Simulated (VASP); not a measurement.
# TiB (F-43m) in VASP: a series of runs, part 2 of 2

VASP 6.6.1. Earlier steps stand in the parts before.

## Step 3: Electric field gradients, LDA (volume scaled by 0.96)

INCAR

```
SYSTEM = TiB
PREC = Accurate
ENCUT = 520
EDIFF = 1E-8
ISMEAR = -1
SIGMA = 0.05
LREAL = .False.
LASPH = .True.
NELM = 80
ALGO = Normal
ISIF = 2
LWAVE = .False.
LCHARG = .False.
LEFG = .True.
NBANDS = 14
```

KPOINTS

```
regular mesh
0
Gamma
  13 13 13
  0 0 0
```

POSCAR

```
TiB
1.0
    0.0000000000      2.0726046273      2.0726046273
    2.0726046273      0.0000000000      2.0726046273
    2.0726046273      2.0726046273      0.0000000000
Ti B
1 1
Direct
    0.7500000000      0.7500000000      0.7500000000
    0.0000000000      0.0000000000      0.0000000000
```

Potentials or basis: VASP PAW LDA potentials, release 64 (Ti_sv, B).

Command:

```bash
$ cat potpaw_LDA.64/Ti_sv/POTCAR potpaw_LDA.64/B/POTCAR > POTCAR
$ mpirun -np 1 vasp_std > vasp.out
```

OUTCAR:

```text
SYSTEM = TiB
   PREC = Accurate
   ENCUT = 520
   EDIFF = 1E-8
   ISMEAR = -1
   LREAL = .False.
   LASPH = .True.
   NELM = 80
   ISIF = 2

 ion  position               nearest neighbor table
   1  0.750  0.750  0.750-   2 1.79   2 1.79   2 1.79   2 1.79
   2  0.000  0.000  0.000-   1 1.79   1 1.79   1 1.79   1 1.79

  LATTYP: Found a face centered cubic cell.
 ALAT       =     4.1452092546

  Lattice vectors:

 A1 = (   0.0000000000,   2.0726046273,   2.0726046273)
 A2 = (   2.0726046273,   0.0000000000,   2.0726046273)
 A3 = (   2.0726046273,   2.0726046273,   0.0000000000)

Analysis of symmetry for initial positions (statically):
=====================================================================
 Subroutine PRICEL returns:
 Original cell was already a primitive cell.

 Routine SETGRP: Setting up the symmetry group for a
 face centered cubic supercell.

 Subroutine GETGRP returns: Found 24 space group operations
 (whereof 24 operations were pure point group operations)
 out of a pool of 48 trial point group operations.

The static configuration has the point symmetry T_d .

Analysis of symmetry for dynamics (positions and initial velocities):
=====================================================================
 Subroutine PRICEL returns:
 Original cell was already a primitive cell.

 Routine SETGRP: Setting up the symmetry group for a
 face centered cubic supercell.

 Subroutine GETGRP returns: Found 24 space group operations
 (whereof 24 operations were pure point group operations)
 out of a pool of 48 trial point group operations.

The dynamic configuration has the point symmetry T_d .

 Subroutine INISYM returns: Found 24 space group operations
 (whereof 24 operations are pure point group operations),
 and found     1 'primitive' translations

----------------------------------------------------------------------------------------

                                     Primitive cell

  volume of cell :      17.8065

  direct lattice vectors                    reciprocal lattice vectors
     0.000000000  2.072604627  2.072604627    -0.241242345  0.241242345  0.241242345
     2.072604627  0.000000000  2.072604627     0.241242345 -0.241242345  0.241242345
     2.072604627  2.072604627  0.000000000     0.241242345  0.241242345 -0.241242345

  length of vectors
     2.931105573  2.931105573  2.931105573     0.417843998  0.417843998  0.417843998

  position of ions in fractional coordinates (direct lattice)
     0.750000000  0.750000000  0.750000000
     0.000000000  0.000000000  0.000000000

  ion indices of the primitive-cell ions
   primitive index   ion index
                 1           1
                 2           2

----------------------------------------------------------------------------------------

 KPOINTS: regular mesh

Automatic generation of k-mesh.
 Grid dimensions read from file:
 generate k-points for:   13   13   13

 Generating k-lattice:

  Cartesian coordinates                     Fractional coordinates (reciprocal lattice)
    -0.018557103  0.018557103  0.018557103     0.076923077  0.000000000  0.000000000
[... 75 lines left out ...]
   EFERMI_NEDOS =   21; number of points for ismear=-14 and -15
   IALGO  =     38    algorithm
   IMIX   =      4    mixing-type and parameters
     AMIX     =   0.40;   BMIX     =  1.00
     AMIX_MAG =   1.60;   BMIX_MAG =  1.00
  volume/ion in A,a.u.               =       8.90        60.08
  Fermi-wavevector in a.u.,A,eV,Ry     =   1.546128  2.921758 32.524889  2.390512
  Thomas-Fermi vector in A             =   2.651408
   LORBIT       =      0    0 simple, 1 ext, 2 COOP (PROOUT), +10 PAW based schemes
   GGA     = CA    functional components
   LHFCALC =     F    Hartree Fock is set to
   AEXX    =    0.0000 exact exchange contribution
   IVDW    =     0    specifies the selected vdW correction
   LEPSILON=     F    determine dielectric tensor
   LRPA    =     F    only Hartree local field effects (RPA)
 non-spin polarized calculation
  energy-cutoff  :      520.00
  volume of cell :       17.81
 maximum number of plane-waves:       531
 NGX is ok and might be reduce to    24
   NGX = 11   NGY = 11   NGZ = 11

 number of electron      14.9999998 magnetization

 Free energy of the ion-electron system (eV)
  ---------------------------------------------------
  ext. energy  EPLUGINS =         0.00000000
  ---------------------------------------------------
  free energy    TOTEN  =       -11.48328250 eV

  energy without entropy =      -11.47618054  energy(sigma->0) =      -11.47973152

 E-fermi :   9.6286     XC(G=0): -13.2104

 val. band max:        9.6138602941   @ k =   0.4615   0.3077   0.1538
 cond. band min:       9.6375326782   @ k =  -0.3077   0.3077   0.0000
 fundamental gap:      0.0236723840
 Fermi energy:         9.6286074551

 k-point     1 :       0.0000    0.0000    0.0000
  band No.  band energies     occupation
      1     -44.4743      2.00000
      2     -20.9032      2.00000
      3     -20.9032      2.00000
      4     -20.9032      2.00000
      5       0.7340      2.00000
      6       7.6067      2.00000
      7       7.6067      2.00000
      8       7.6067      2.00000
      9      12.9675      0.00000
     10      12.9675      0.00000
     11      22.4419      0.00000
     12      22.7695      0.00000
     13      22.7695      0.00000
     14      22.7695      0.00000
[... 377 lines left out ...]
      1     -44.3270      2.00000
      2     -21.7020      2.00000
      3     -21.1350      2.00000
      4     -21.0896      2.00000
      5       4.3702      2.00000
      6       6.8545      2.00000
      7       8.3402      2.00000
      8       8.8684      2.00000
      9      13.0814      0.00000
     10      14.0479      0.00000
     11      15.9470      0.00000
     12      19.5855      0.00000
     13      20.6610      0.00000
     14      23.5789      0.00000

 [... further k-points ...]
[... 5 lines left out ...]
  --------------------------------------------------------------------------------------
  -------------------------------------------------------------------------------------
  Total       13.7108403     13.7108403     13.7108403      0.0000000      0.0000000      0.0000000
  in kB     1233.6593921   1233.6593921   1233.6593921      0.0000000      0.0000000      0.0000000
  external PRESSURE =    1233.6593921 kB  Pullay stress =       0.0000000 kB

 VOLUME and BASIS-vectors are now :
 -----------------------------------------------------------------------------
  energy-cutoff  :      520.00
  volume of cell :       17.81
      direct lattice vectors                 reciprocal lattice vectors
     0.000000000  2.072604627  2.072604627    -0.241242345  0.241242345  0.241242345
     2.072604627  0.000000000  2.072604627     0.241242345 -0.241242345  0.241242345
     2.072604627  2.072604627  0.000000000     0.241242345  0.241242345 -0.241242345

 POSITION                                       TOTAL-FORCE (eV/Angst)
 -----------------------------------------------------------------------------------
      3.10891      3.10891      3.10891        -0.000000     -0.000000     -0.000000
      0.00000      0.00000      0.00000         0.000000      0.000000      0.000000
 -----------------------------------------------------------------------------------
    total drift:                                0.000001      0.000001      0.000001

  FREE ENERGIE OF THE ION-ELECTRON SYSTEM (eV)
  ---------------------------------------------------
  free  energy   TOTEN  =       -11.4832824983 eV

  energy  without entropy=      -11.4761805382  energy(sigma->0) =      -11.47973152

 Electric field gradients (V/A^2)
---------------------------------------------------------------------
 ion       V_xx      V_yy      V_zz      V_xy      V_xz      V_yz
---------------------------------------------------------------------
   1       0.000    -0.000     0.000     0.000     0.000     0.000
   2       0.000    -0.000    -0.000    -0.000    -0.000    -0.000
---------------------------------------------------------------------

 Electric field gradients after diagonalization (V/A^2)
 (convention: |V_zz| > |V_xx| > |V_yy|)
----------------------------------------------------------------------
 ion       V_xx      V_yy      V_zz     asymmetry (V_yy - V_xx)/ V_zz
----------------------------------------------------------------------
   1      -0.000    -0.000     0.001       0.000
   2       0.000     0.000    -0.000       0.000
----------------------------------------------------------------------

           NMR quadrupolar parameters

 Cq : quadrupolar parameter    Cq=e*Q*V_zz/h
 eta: asymmetry parameters     (V_yy - V_xx)/ V_zz
 Q  : nuclear electric quadrupole moment in mb (millibarn)
----------------------------------------------------------------------
 ion       Cq(MHz)       eta       Q (mb)
----------------------------------------------------------------------
   1       0.000       0.000       1.000
   2      -0.000       0.000       1.000
----------------------------------------------------------------------
```

OSZICAR:

```text
N       E                     dE             d eps       ncg     rms          rms(c)
DAV:   1     0.124653074245E+03    0.12465E+03   -0.79980E+03  2352   0.132E+03
DAV:   2    -0.463049979157E+01   -0.12928E+03   -0.12257E+03  2412   0.337E+02
DAV:   3    -0.136346422265E+02   -0.90041E+01   -0.87034E+01  3410   0.846E+01
DAV:   4    -0.142020423203E+02   -0.56740E+00   -0.56691E+00  2808   0.157E+01
DAV:   5    -0.142082149185E+02   -0.61726E-02   -0.61723E-02  3080   0.171E+00    0.256E+01
DAV:   6    -0.113656779639E+02    0.28425E+01   -0.60139E+00  3298   0.390E+01    0.630E+00
DAV:   7    -0.114176859459E+02   -0.52008E-01   -0.77416E-01  2394   0.955E+00    0.532E+00
DAV:   8    -0.114764421142E+02   -0.58756E-01   -0.14891E-01  3502   0.317E+00    0.113E+00
DAV:   9    -0.114835182575E+02   -0.70761E-02   -0.13756E-02  2352   0.103E+00    0.271E-01
DAV:  10    -0.114833281626E+02    0.19009E-03   -0.24296E-03  2906   0.492E-01    0.194E-01
DAV:  11    -0.114832440038E+02    0.84159E-04   -0.75582E-04  2388   0.289E-01    0.980E-02
DAV:  12    -0.114832812016E+02   -0.37198E-04   -0.13421E-04  2658   0.116E-01    0.277E-03
DAV:  13    -0.114832820825E+02   -0.88086E-06   -0.98598E-06  2596   0.235E-02    0.629E-03
DAV:  14    -0.114832824830E+02   -0.40054E-06   -0.13186E-06  2430   0.900E-03    0.162E-03
DAV:  15    -0.114832824972E+02   -0.14207E-07   -0.95002E-08  2762   0.261E-03    0.121E-03
DAV:  16    -0.114832824983E+02   -0.10557E-08   -0.56473E-09  1338   0.935E-04
   1 F= -.11483282E+02 E0= -.11479732E+02  d E =-.710196E-02
```

stdout:

```text
POSCAR found type information on POSCAR TiB
 POSCAR found :  2 types and       2 ions
 scaLAPACK will be used
 LDA part: xc-table for (Slater(with rela. corr.)+CA(PZ))
 , standard interpolation
 POSCAR, INCAR and KPOINTS ok, starting setup
 FFT: planning ... GRIDC
 FFT: planning ... GRID_SOFT
 FFT: planning ... GRID
 WAVECAR not read
 entering main loop
ion   1

ion   2
```

It took 14 s on 1 thread of AMD EPYC 9R45 (Zen 5), shared host; peak memory 0.11 GiB.

Results:

```
Free energy : -11.4833 eV
Pressure    : 123.4 GPa
```

Caveat: without QUAD_EFG the Cq values of the log hold for a quadrupole moment of 1 mb, not for the nuclei.
